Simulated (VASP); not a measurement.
# Sn (C2/c) in VASP: notebook

Runs on Sn. Level: LDA. Tasks: single point.

All numbers are computed with VASP 6.6.1; they aren't measurements. Logs are shortened: lines on timing, memory, paths and dates and some standing lists are left out, and cuts for length are marked.

### Step 1. The cell of the first run

The typed cell holds 2 atoms: a = 4.387 Å, b = 4.387 Å, c = 4.384 Å, α = 97.23°, β = 97.23°, γ = 138.40°.

### Step 2. Single point, LDA

File INCAR:

```
SYSTEM = Sn
ALGO = Normal
EDIFF = 1E-6
ENCUT = 520
ISIF = 2
ISMEAR = -1
LASPH = .TRUE.
LCHARG = .TRUE.
LELF = .TRUE.
LREAL = .FALSE.
LVHAR = .TRUE.
LWAVE = .FALSE.
NBANDS = 21
NELM = 60
PREC = Accurate
SIGMA = 0.1
```

File KPOINTS:

```
k-points
0
G
  11 11 8
  0 0 0
```

File POSCAR:

```
Sn
1.0
   -2.8994216605      2.9008009606      1.5581694818
    2.9008009606     -2.8994216605      1.5581694818
    2.8985835788      2.8985835788     -1.5556411493
Sn
2
Direct
    0.0000164062      0.9999835938      0.0000000000
    0.7499835938      0.2500164062      0.5000000000
```

Potentials or basis: VASP PAW LDA potentials, release 64 (Sn_d).

The run is started by

```
> cat potpaw_LDA.64/Sn_d/POTCAR > POTCAR
> mpirun -np 1 vasp_std > vasp.out
```

OUTCAR:

```text
SYSTEM = Sn
   EDIFF = 1E-6
   ENCUT = 520
   ISIF = 2
   ISMEAR = -1
   LASPH = .TRUE.
   LREAL = .FALSE.
   NELM = 60
   PREC = Accurate

 ion  position               nearest neighbor table
   1  0.000  1.000  0.000-   2 3.00   2 3.00   2 3.00   2 3.00   2 3.72   2 3.72   2 3.73   2 3.73

   2  0.750  0.250  0.500-   1 3.00   1 3.00   1 3.00   1 3.00   1 3.72   1 3.72   1 3.73   1 3.73

  LATTYP: Found a base centered monoclinic cell.
 ALAT       =     3.1163395741
 B/A-ratio  =     2.6321757628
 C/A-ratio  =     1.4069300504
 COS(beta)  =    -0.3542216887

  Lattice vectors:

 A1 = (  -2.8994216605,   2.9008009606,   1.5581694818)
 A2 = (   2.9008009606,  -2.8994216605,   1.5581694818)
 A3 = (   2.8985835788,   2.8985835788,  -1.5556411493)

Analysis of symmetry for initial positions (statically):
=====================================================================
 Subroutine PRICEL returns:
 Original cell was already a primitive cell.

 Routine SETGRP: Setting up the symmetry group for a
 base centered monoclinic supercell.

 Subroutine GETGRP returns: Found  4 space group operations
 (whereof  2 operations were pure point group operations)
 out of a pool of  4 trial point group operations.

The static configuration has the point symmetry C_2 .
 The point group associated with its full space group is C_2h.

Analysis of symmetry for dynamics (positions and initial velocities):
=====================================================================
 Subroutine PRICEL returns:
 Original cell was already a primitive cell.

 Routine SETGRP: Setting up the symmetry group for a
 base centered monoclinic supercell.

 Subroutine GETGRP returns: Found  4 space group operations
 (whereof  2 operations were pure point group operations)
 out of a pool of  4 trial point group operations.

The dynamic configuration has the point symmetry C_2 .
 The point group associated with its full space group is C_2h.

 Subroutine INISYM returns: Found  4 space group operations
 (whereof  2 operations are pure point group operations),
 and found     1 'primitive' translations

----------------------------------------------------------------------------------------

                                     Primitive cell

  volume of cell :      52.4057

  direct lattice vectors                    reciprocal lattice vectors
    -2.899421660  2.900800961  1.558169482    -0.000114965  0.172292210  0.320813149
     2.900800961 -2.899421660  1.558169482     0.172292210 -0.000114965  0.320813149
     2.898583579  2.898583579 -1.555641149     0.172457079  0.172457079 -0.000152660

  length of vectors
     4.387389236  4.387389236  4.384471794     0.364150649  0.364150649  0.243891188

  position of ions in fractional coordinates (direct lattice)
     0.000016406  0.999983594  1.000000000
     0.749983594  0.250016406  0.500000000

  ion indices of the primitive-cell ions
   primitive index   ion index
                 1           1
                 2           2

----------------------------------------------------------------------------------------

 KPOINTS: k-points

Automatic generation of k-mesh.
 Grid dimensions read from file:
 generate k-points for:   11   11    8

 Generating k-lattice:

  Cartesian coordinates                     Fractional coordinates (reciprocal lattice)
    -0.000010451  0.015662928  0.029164832     0.090909091 -0.000000000  0.000000000
     0.015662928 -0.000010451  0.029164832    -0.000000000  0.090909091  0.000000000
     0.021557135  0.021557135 -0.000019082    -0.000000000 -0.000000000  0.125000000

  Length of vectors
     0.033104604  0.033104604  0.030486399

  Shift w.r.t. Gamma in fractional coordinates (k-lattice)
     0.000000000  0.000000000  0.000000000

 Subroutine IBZKPT returns following result:
 ===========================================

 Found    270 irreducible k-points:

 Following reciprocal coordinates:
            Coordinates               Weight
  0.000000  0.000000  0.000000      1.000000
  0.090909  0.000000 -0.000000      4.000000
  0.181818  0.000000  0.000000      4.000000
  0.272727  0.000000  0.000000      4.000000
  0.363636  0.000000 -0.000000      4.000000
  0.454545 -0.000000  0.000000      4.000000
[... 16 lines left out ...]
 -0.272727  0.181818  0.000000      4.000000
 -0.181818  0.181818  0.000000      2.000000
 [... further k-points ...]
   k-points           NKPTS =    270   k-points in BZ     NKDIM =    270   number of bands    NBANDS=     21
   number of dos      NEDOS =    301   number of ions     NIONS =      2
   total plane-waves  NPLWV =  46656
   dimension x,y,z NGX =    36 NGY =   36 NGZ =   36
   dimension x,y,z NGXF=    72 NGYF=   72 NGZF=   72
   ions per type =               2
   NGX,Y,Z   is equivalent  to a cutoff of  13.64, 13.64, 13.65 a.u.
   NGXF,Y,Z  is equivalent  to a cutoff of  27.28, 27.28, 27.30 a.u.
 SYSTEM =  Sn
   PREC   = accura    normal or accurate (medium, high low for compatibility)
   ISTART =      0    job   : 0-new  1-cont  2-samecut
   ICHARG =      2    charge: 1-file 2-atom 10-const
   ISPIN  =      1    spin polarized calculation?
   LNONCOLLINEAR =      F non collinear calculations
   LSORBIT =      F    spin-orbit coupling
   LASPH  =      T    aspherical Exc in radial PAW
   ENCUT  =  520.0 eV  38.22 Ry    6.18 a.u.   8.16  8.16  8.15*2*pi/ulx,y,z
   NELM   =     60;   NELMIN=  2; NELMDL= -5     # of ELM steps
   EDIFF  = 0.1E-05   stopping-criterion for ELM
   LREAL  =      F    real-space projection
   EDIFFG = 0.1E-04   stopping-criterion for IOM
   NSW    =      0    number of steps for IOM
   IBRION =     -1    ionic relax: 0-MD 1-quasi-New 2-CG
   NFREE  =      0    steps in history (QN), initial steepest desc. (CG)
   ISIF   =      2    stress and relaxation
   ISYM   =      2    0-nonsym 1-usesym 2-fastsym
   POTIM  = 0.5000    time-step for ionic-motion
   TEBEG  =    0.0;   TEEND  =   0.0 temperature during run
   PSTRESS=    0.0 pullay stress
   NELECT =      28.0000    total number of electrons
   NUPDOWN=      -1.0000    fix difference up-down
   EMIN   =  10.00;   EMAX   =-10.00  energy-range for DOS
   EFERMI =   0.00;   METHOD = LEGACY
   ISMEAR =    -1;   SIGMA  =   0.10  broadening in eV -4-tet -1-fermi 0-gaus
   EFERMI_NEDOS =   21; number of points for ismear=-14 and -15
   IALGO  =     38    algorithm
   IMIX   =      4    mixing-type and parameters
     AMIX     =   0.40;   BMIX     =  1.00
     AMIX_MAG =   1.60;   BMIX_MAG =  1.00
  volume/ion in A,a.u.               =      26.20       176.83
  Fermi-wavevector in a.u.,A,eV,Ry     =   1.328418  2.510346 24.010122  1.764694
  Thomas-Fermi vector in A             =   2.457657
   LORBIT       =      0    0 simple, 1 ext, 2 COOP (PROOUT), +10 PAW based schemes
   GGA     = CA    functional components
   LHFCALC =     F    Hartree Fock is set to
   AEXX    =    0.0000 exact exchange contribution
   IVDW    =     0    specifies the selected vdW correction
   LEPSILON=     F    determine dielectric tensor
   LRPA    =     F    only Hartree local field effects (RPA)
 non-spin polarized calculation
  energy-cutoff  :      520.00
  volume of cell :       52.41
 maximum number of plane-waves:      1425
 NGX is ok and might be reduce to    36
   NGX = 17   NGY = 17   NGZ = 17

 number of electron      28.0000007 magnetization

 Free energy of the ion-electron system (eV)
  ---------------------------------------------------
  ext. energy  EPLUGINS =         0.00000000
  ---------------------------------------------------
  free energy    TOTEN  =        -9.00018755 eV

  energy without entropy =       -8.97255953  energy(sigma->0) =       -8.98637354

 E-fermi :   8.1109     XC(G=0): -10.7122

 val. band max:        8.1093786188   @ k =   0.4545   0.2727   0.1250
 cond. band min:       8.1232107797   @ k =   0.0909   0.0909   0.5000
 fundamental gap:      0.0138321609
 Fermi energy:         8.1109402731

 k-point     1 :       0.0000    0.0000    0.0000
  band No.  band energies     occupation
      1     -13.4602      2.00000
      2     -13.3804      2.00000
      3     -13.3223      2.00000
      4     -13.3220      2.00000
      5     -13.1330      2.00000
      6     -13.1328      2.00000
[... 13 lines left out ...]
     20      18.1178      0.00000
     21      18.8433      0.00000

 k-point     2 :       0.0909    0.0000   -0.0000
  band No.  band energies     occupation
      1     -13.4545      2.00000
      2     -13.3600      2.00000
      3     -13.3155      2.00000
      4     -13.2980      2.00000
      5     -13.1477      2.00000
      6     -13.1455      2.00000
[... 13 lines left out ...]
     20      17.6933      0.00000
     21      17.7460      0.00000

 k-point     3 :       0.1818    0.0000    0.0000
  band No.  band energies     occupation
      1     -13.4371      2.00000
      2     -13.3091      2.00000
      3     -13.2972      2.00000
      4     -13.2445      2.00000
      5     -13.1782      2.00000
      6     -13.1571      2.00000
[... 13 lines left out ...]
     20      16.3020      0.00000
     21      16.6533      0.00000

 k-point     4 :       0.2727    0.0000    0.0000
  band No.  band energies     occupation
      1     -13.4135      2.00000
      2     -13.2752      2.00000
      3     -13.2643      2.00000
      4     -13.2268      2.00000
      5     -13.2098      2.00000
      6     -13.1601      2.00000
[... 13 lines left out ...]
     20      15.3360      0.00000
     21      17.0327      0.00000

 k-point     5 :       0.3636    0.0000   -0.0000
  band No.  band energies     occupation
      1     -13.3926      2.00000
      2     -13.2717      2.00000
      3     -13.2633      2.00000
      4     -13.2439      2.00000
      5     -13.2169      2.00000
      6     -13.1818      2.00000
[... 13 lines left out ...]
     20      15.3004      0.00000
     21      18.0728      0.00000
[... 382 lines left out ...]
     20      16.5592      0.00000
     21      17.1979      0.00000

 k-point    22 :      -0.3636    0.1818    0.0000
  band No.  band energies     occupation
      1     -13.3902      2.00000
      2     -13.3190      2.00000
      3     -13.2850      2.00000
      4     -13.2555      2.00000
      5     -13.1868      2.00000
      6     -13.1496      2.00000
[... 13 lines left out ...]
     20      16.8599      0.00000
     21      17.9739      0.00000

 k-point    23 :      -0.2727    0.1818    0.0000
  band No.  band energies     occupation
      1     -13.4122      2.00000
      2     -13.3653      2.00000
      3     -13.3223      2.00000
      4     -13.2799      2.00000
      5     -13.1629      2.00000
      6     -13.1276      2.00000
[... 13 lines left out ...]
     20      18.4069      0.00000
     21      19.0274      0.00000

 k-point    24 :      -0.1818    0.1818    0.0000
  band No.  band energies     occupation
      1     -13.4300      2.00000
      2     -13.3839      2.00000
      3     -13.3372      2.00000
      4     -13.2973      2.00000
      5     -13.1481      2.00000
      6     -13.1202      2.00000
[... 13 lines left out ...]
     20      18.7258      0.00000
     21      18.9383      0.00000

 [... further k-points ...]
[... 5 lines left out ...]
  --------------------------------------------------------------------------------------
  -------------------------------------------------------------------------------------
  Total        0.0111292      0.0111292      0.0079082      0.0002000      0.0012742      0.0012742
  in kB        0.3402494      0.3402494      0.2417729      0.0061140      0.0389568      0.0389566
  external PRESSURE =       0.3074239 kB  Pullay stress =       0.0000000 kB

 VOLUME and BASIS-vectors are now :
 -----------------------------------------------------------------------------
  energy-cutoff  :      520.00
  volume of cell :       52.41
      direct lattice vectors                 reciprocal lattice vectors
    -2.899421660  2.900800961  1.558169482    -0.000114965  0.172292210  0.320813149
     2.900800961 -2.899421660  1.558169482     0.172292210 -0.000114965  0.320813149
     2.898583579  2.898583579 -1.555641149     0.172457079  0.172457079 -0.000152660

 POSITION                                       TOTAL-FORCE (eV/Angst)
 -----------------------------------------------------------------------------------
      2.90071     -2.89933      1.55817         0.000123     -0.000123      0.000000
      0.00002      2.89994      0.78035        -0.000123      0.000123     -0.000000
 -----------------------------------------------------------------------------------
    total drift:                               -0.000000     -0.000000     -0.000000

  FREE ENERGIE OF THE ION-ELECTRON SYSTEM (eV)
  ---------------------------------------------------
  free  energy   TOTEN  =        -9.0001875526 eV

  energy  without entropy=       -8.9725595252  energy(sigma->0) =       -8.98637354
```

It took 1.8 min on 1 thread of Intel Xeon 6975P-C (Granite Rapids), shared host; peak memory 0.34 GiB.

Results:

| Property | Result |
| --- | --- |
| Free energy | -9.0002 eV |
| Pressure | 0.0 GPa |
| Band gap on the k mesh | zero (band 14 reaches 9.56 eV, above the bottom of band 15 at 5.75 eV) |

Levels at points of the mesh, in eV from the Fermi level:
```
           k point  band 12  band 13  band 14  band 15  band 16  band 17
(0.00, 0.00, 0.00)    -3.74    -2.09    -2.09     3.00     6.25     6.25
(0.00, 0.00, 0.50)    -9.10     0.55     0.55     1.55     1.55     6.37
```

Caveat: spin-orbit coupling is left out, which moves the levels of the heavy elements.

### Step 3. Single point, LDA

File INCAR:

```
PREC = Accurate
ENCUT = 520
EDIFF = 1E-6
ISMEAR = -1
SIGMA = 0.1
LREAL = F
LASPH = T
NELM = 60
ALGO = Normal
ISIF = 2
LWAVE = F
LCHARG = F
ISYM = 0
NBANDS = 21
```

File KPOINTS:

```
regular mesh
0
Gamma
  11 11 8
```

File POSCAR:

```
Sn
1.0
   -2.8994216622      2.9008009622      1.5581694819
    2.9008009622     -2.8994216622      1.5581694819
    2.8985835799      2.8985835799     -1.5556411496
Sn
2
Direct
    0.0000164062      0.9999835938      0.0000000000
    0.7499835938      0.2500164062      0.5000000000
```

Potentials or basis: VASP PAW LDA potentials, release 64 (Sn_d).

The run is started by

```
> cat potpaw_LDA.64/Sn_d/POTCAR > POTCAR
> mpirun -np 1 vasp_std > vasp.out
```

It took 13 min on 1 thread of Oxide Virtual Turin-like, shared host; peak memory 0.46 GiB.

It converged, with:

```yaml
Free_energy: -9.0002 eV
Pressure: 0.0 GPa
Band_gap_on_the_k_mesh: zero (band 14 reaches 9.56 eV, above the bottom of band 15 at 5.75 eV)
```

Levels at points of the mesh, in eV from the Fermi level:
```csv
k point,band 10,band 11,band 12,band 13,band 14,band 15,band 16,band 17,band 18,band 19
"(0.00, 0.00, 0.00)",-21.03,-11.39,-3.74,-2.09,-2.09,3.00,6.25,6.25,7.25,7.35
"(0.00, 0.00, 0.50)",-21.16,-9.10,-9.10,0.55,0.55,1.55,1.55,6.37,6.37,10.08
```

Caveat: spin-orbit coupling is left out, which moves the levels of the heavy elements.
